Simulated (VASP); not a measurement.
# SnO2 (P4_2/mnm) in VASP: further runs, part 2 of 2

VASP 6.6.1. Earlier steps stand in the parts before.

### 4 Single point, r2SCAN (epitaxial xy strain +4.0%)

POSCAR

```
SnO2
1.0
    4.9509966735      0.0000000000      0.0000000000
    0.0000000000      4.9509966735      0.0000000000
    0.0000000000      0.0000000000      3.1254912600
Sn O
2 4
Direct
    0.0000000000      0.0000000000      0.0000000000
    0.5000000000      0.5000000000      0.5000000000
    0.3072476456      0.3072476456      0.0000000000
    0.1927523544      0.8072476456      0.5000000000
    0.8072476456      0.1927523544      0.5000000000
    0.6927523544      0.6927523544      0.0000000000
```

INCAR.step1

```
PREC = Accurate ; ENCUT = 520
ISMEAR = 0 ; SIGMA = 0.01
LREAL = F ; LASPH = T
NELM = 80 ; NBANDS = 35
GGA = PE ; ALGO = Normal
EDIFF = 1E-4 ; LWAVE = T
LCHARG = F
```

INCAR.step2

```
PREC = Accurate ; ENCUT = 520
EDIFF = 1E-7 ; ISMEAR = 0
SIGMA = 0.01 ; LREAL = F
LASPH = T ; NELM = 80
ALGO = Normal ; ISIF = 2
LWAVE = F ; LCHARG = F
METAGGA = R2SCAN ; LMIXTAU = T
NBANDS = 35 ; ISTART = 1
```

KPOINTS

```
regular mesh
0
Gamma
  6 6 8
```

Potentials or basis: VASP PAW PBE potentials, release 64 (Sn_d, O).

Started as:

```console
cat potpaw_PBE.64/Sn_d/POTCAR potpaw_PBE.64/O/POTCAR > POTCAR
cp INCAR.step1 INCAR
mpirun -np 1 vasp_std > vasp.out
cp INCAR.step2 INCAR
mpirun -np 1 vasp_std > vasp.out
```

OUTCAR:

```text
PREC = Accurate
   ENCUT = 520
   EDIFF = 1E-7
   ISMEAR = 0
   LREAL = F
   LASPH = T
   NELM = 80
   ISIF = 2
   METAGGA = R2SCAN
   ISTART = 1

 ion  position               nearest neighbor table
   1  0.000  0.000  0.000-   4 2.06   5 2.06   4 2.06   5 2.06   3 2.15   6 2.15
   2  0.500  0.500  0.500-   3 2.06   6 2.06   3 2.06   6 2.06   5 2.15   4 2.15
   3  0.307  0.307  0.000-   2 2.06   2 2.06   1 2.15
   4  0.193  0.807  0.500-   1 2.06   1 2.06   2 2.15
   5  0.807  0.193  0.500-   1 2.06   1 2.06   2 2.15
   6  0.693  0.693  0.000-   2 2.06   2 2.06   1 2.15

  LATTYP: Found a simple tetragonal cell.
 ALAT       =     4.9509966735
 C/A-ratio  =     0.6312852676

  Lattice vectors:

 A1 = (   4.9509966735,   0.0000000000,   0.0000000000)
 A2 = (   0.0000000000,   4.9509966735,   0.0000000000)
 A3 = (   0.0000000000,   0.0000000000,   3.1254912600)

Analysis of symmetry for initial positions (statically):
=====================================================================
 Subroutine PRICEL returns:
 Original cell was already a primitive cell.

 Routine SETGRP: Setting up the symmetry group for a
 simple tetragonal supercell.

 Subroutine GETGRP returns: Found 16 space group operations
 (whereof  8 operations were pure point group operations)
 out of a pool of 16 trial point group operations.

The static configuration has the point symmetry D_2h.
 The point group associated with its full space group is D_4h.

Analysis of symmetry for dynamics (positions and initial velocities):
=====================================================================
 Subroutine PRICEL returns:
 Original cell was already a primitive cell.

 Routine SETGRP: Setting up the symmetry group for a
 simple tetragonal supercell.

 Subroutine GETGRP returns: Found 16 space group operations
 (whereof  8 operations were pure point group operations)
 out of a pool of 16 trial point group operations.

The dynamic configuration has the point symmetry D_2h.
 The point group associated with its full space group is D_4h.

 Subroutine INISYM returns: Found 16 space group operations
 (whereof  8 operations are pure point group operations),
 and found     1 'primitive' translations

----------------------------------------------------------------------------------------

                                     Primitive cell

  volume of cell :      76.6132

  direct lattice vectors                    reciprocal lattice vectors
     4.950996673  0.000000000  0.000000000     0.201979534  0.000000000  0.000000000
     0.000000000  4.950996673  0.000000000     0.000000000  0.201979534  0.000000000
     0.000000000  0.000000000  3.125491260     0.000000000  0.000000000  0.319949703

  length of vectors
     4.950996673  4.950996673  3.125491260     0.201979534  0.201979534  0.319949703

  position of ions in fractional coordinates (direct lattice)
     0.000000000  0.000000000  0.000000000
     0.500000000  0.500000000  0.500000000
     0.307247646  0.307247646  0.000000000
     0.192752354  0.807247646  0.500000000
     0.807247646  0.192752354  0.500000000
     0.692752354  0.692752354  0.000000000

  ion indices of the primitive-cell ions
   primitive index   ion index
                 1           1
                 2           2
                 3           3
                 4           4
                 5           5
                 6           6
[... 33 lines left out ...]
  0.166667  0.166667  0.000000      4.000000
  0.333333  0.166667  0.000000      8.000000
[... 16 lines left out ...]
  0.333333  0.000000  0.250000      8.000000
  0.500000  0.000000  0.250000      4.000000
 [... further k-points ...]
   k-points           NKPTS =     50   k-points in BZ     NKDIM =     50   number of bands    NBANDS=     35
   number of dos      NEDOS =    301   number of ions     NIONS =      6
   total plane-waves  NPLWV =  38400
   dimension x,y,z NGX =    40 NGY =   40 NGZ =   24
   dimension x,y,z NGXF=    80 NGYF=   80 NGZF=   48
   ions per type =               2   4
   NGX,Y,Z   is equivalent  to a cutoff of  13.43, 13.43, 12.77 a.u.
   NGXF,Y,Z  is equivalent  to a cutoff of  26.86, 26.86, 25.53 a.u.
 SYSTEM =  unknown system
   PREC   = accura    normal or accurate (medium, high low for compatibility)
   ISTART =      1    job   : 0-new  1-cont  2-samecut
   ICHARG =      0    charge: 1-file 2-atom 10-const
   ISPIN  =      1    spin polarized calculation?
   LNONCOLLINEAR =      F non collinear calculations
   LSORBIT =      F    spin-orbit coupling
   LASPH  =      T    aspherical Exc in radial PAW
   ENCUT  =  520.0 eV  38.22 Ry    6.18 a.u.   9.21  9.21  5.81*2*pi/ulx,y,z
   NELM   =     80;   NELMIN=  2; NELMDL=  0     # of ELM steps
   EDIFF  = 0.1E-06   stopping-criterion for ELM
   LREAL  =      F    real-space projection
   EDIFFG = 0.1E-05   stopping-criterion for IOM
   NSW    =      0    number of steps for IOM
   IBRION =     -1    ionic relax: 0-MD 1-quasi-New 2-CG
   NFREE  =      0    steps in history (QN), initial steepest desc. (CG)
   ISIF   =      2    stress and relaxation
   ISYM   =      2    0-nonsym 1-usesym 2-fastsym
   POTIM  = 0.5000    time-step for ionic-motion
   TEBEG  =    0.0;   TEEND  =   0.0 temperature during run
   PSTRESS=    0.0 pullay stress
   NELECT =      52.0000    total number of electrons
   NUPDOWN=      -1.0000    fix difference up-down
   EMIN   =  10.00;   EMAX   =-10.00  energy-range for DOS
   EFERMI =   0.00;   METHOD = LEGACY
   ISMEAR =     0;   SIGMA  =   0.01  broadening in eV -4-tet -1-fermi 0-gaus
   EFERMI_NEDOS =   21; number of points for ismear=-14 and -15
   IALGO  =     38    algorithm
   IMIX   =      4    mixing-type and parameters
     AMIX     =   0.40;   BMIX     =  1.00
     AMIX_MAG =   1.60;   BMIX_MAG =  1.00
  volume/ion in A,a.u.               =      12.77        86.17
  Fermi-wavevector in a.u.,A,eV,Ry     =   1.438715  2.718777 28.162709  2.069901
  Thomas-Fermi vector in A             =   2.557651
   LORBIT       =      0    0 simple, 1 ext, 2 COOP (PROOUT), +10 PAW based schemes
   METAGGA = R2SCAN    functional components
   LHFCALC =     F    Hartree Fock is set to
   AEXX    =    0.0000 exact exchange contribution
   IVDW    =     0    specifies the selected vdW correction
   LEPSILON=     F    determine dielectric tensor
   LRPA    =     F    only Hartree local field effects (RPA)
 non-spin polarized calculation
 Gauss-broadening in eV      SIGMA  =   0.01
  energy-cutoff  :      520.00
  volume of cell :       76.61
 maximum number of plane-waves:      2076
 NGX is ok and might be reduce to    40
   NGX = 19   NGY = 19   NGZ = 11

 number of electron      52.0000000 magnetization

 Free energy of the ion-electron system (eV)
  ---------------------------------------------------
  ext. energy  EPLUGINS =         0.00000000
  ---------------------------------------------------
  free energy    TOTEN  =       -84.43418930 eV

  energy without entropy =      -84.43418930  energy(sigma->0) =      -84.43418930

 E-fermi :   4.9604     XC(G=0): -11.6291

 val. band max:        4.8887022044   @ k =   0.0000   0.0000   0.0000
 cond. band min:       6.3253406386   @ k =   0.0000   0.0000   0.0000
 fundamental gap:      1.4366384341
 Fermi energy:         4.9603695861

 k-point     1 :       0.0000    0.0000    0.0000
  band No.  band energies     occupation
      1     -16.7964      2.00000
      2     -16.1331      2.00000
      3     -15.7406      2.00000
      4     -15.7406      2.00000
      5     -15.7251      2.00000
      6     -15.6067      2.00000
[... 901 lines left out ...]
     34      17.6105      0.00000
     35      18.0163      0.00000

 [... further k-points ...]

------------------------ aborting loop because EDIFF is reached ----------------------------------------

  FORCE on cell =-STRESS in cart. coord.  units (eV):
  Direction    XX          YY          ZZ          XY          YZ          ZX
  --------------------------------------------------------------------------------------
  -------------------------------------------------------------------------------------
  Total       -4.8851220     -4.8851220      0.6974899     -0.0000000      0.0000000      0.0000000
  in kB     -102.1603656   -102.1603656     14.5862937     -0.0000000      0.0000000      0.0000000
  external PRESSURE =     -63.2448125 kB  Pullay stress =       0.0000000 kB

 VOLUME and BASIS-vectors are now :
 -----------------------------------------------------------------------------
  energy-cutoff  :      520.00
  volume of cell :       76.61
      direct lattice vectors                 reciprocal lattice vectors
     4.950996673  0.000000000  0.000000000     0.201979534  0.000000000  0.000000000
     0.000000000  4.950996673  0.000000000     0.000000000  0.201979534  0.000000000
     0.000000000  0.000000000  3.125491260     0.000000000  0.000000000  0.319949703

 POSITION                                       TOTAL-FORCE (eV/Angst)
 -----------------------------------------------------------------------------------
      0.00000      0.00000      0.00000         0.000000     -0.000000      0.000000
      2.47550      2.47550      1.56275         0.000000     -0.000000      0.000000
      1.52118      1.52118      0.00000        -0.042802     -0.042802      0.000000
      0.95432      3.99668      1.56275         0.042802     -0.042802      0.000000
      3.99668      0.95432      1.56275        -0.042802      0.042802      0.000000
      3.42981      3.42981      0.00000         0.042802      0.042802      0.000000
 -----------------------------------------------------------------------------------
    total drift:                               -0.000000      0.000000      0.000000

  FREE ENERGIE OF THE ION-ELECTRON SYSTEM (eV)
  ---------------------------------------------------
  free  energy   TOTEN  =       -84.4341893040 eV

  energy  without entropy=      -84.4341893040  energy(sigma->0) =      -84.43418930
```

It took 7.8 min on 1 thread of Intel Xeon 8259CL, shared host; peak memory 0.27 GiB.

What came out:

| Item | Value |
| --- | --- |
| Free energy | -84.4342 eV |
| Pressure | -6.3 GPa |
| Largest force | 0.061 eV/Å |
| Band gap on the k mesh | 1.44 eV |

Forces on the atoms (eV/Å):
```
Sn   0.000  0.000  0.000
Sn   0.000  0.000  0.000
O   -0.043 -0.043  0.000
O    0.043 -0.043  0.000
O   -0.043  0.043  0.000
O    0.043  0.043  0.000
```

Caveat: the cell differs from its parent crystal (epitaxial xy strain +4.0%); the cell stands under tension; the PAW data sets were made with another functional, which shifts forces and pressure a little; spin-orbit coupling is left out, which moves the levels of the heavy elements.

### 5 Summary

| cell | gap on the mesh (eV) | pressure (GPa) | largest force (eV/Å) |
| --- | --- | --- | --- |
| a = 4.856, b = 4.856, c = 3.160 Å, 6 atoms | 1.60 | -3.0 | 0.05 |
| a = 4.903, b = 4.903, c = 3.142 Å, 6 atoms | 1.51 | -4.8 | 0.05 |
| a = 4.951, b = 4.951, c = 3.125 Å, 6 atoms | 1.44 | -6.3 | 0.06 |

Alike in all rows: task single point; level r2SCAN; potentials or basis VASP PAW PBE potentials, release 64 (Sn_d, O); no spin polarisation; k mesh 6 × 6 × 8; cutoff (eV) 520; smearing gaussian 0.01 eV.

Caveats: the cell stands under tension; the PAW data sets were made with another functional, which shifts forces and pressure a little; spin-orbit coupling is left out, which moves the levels of the heavy elements.

Absolute energies hang on the potentials; compare differences alone.
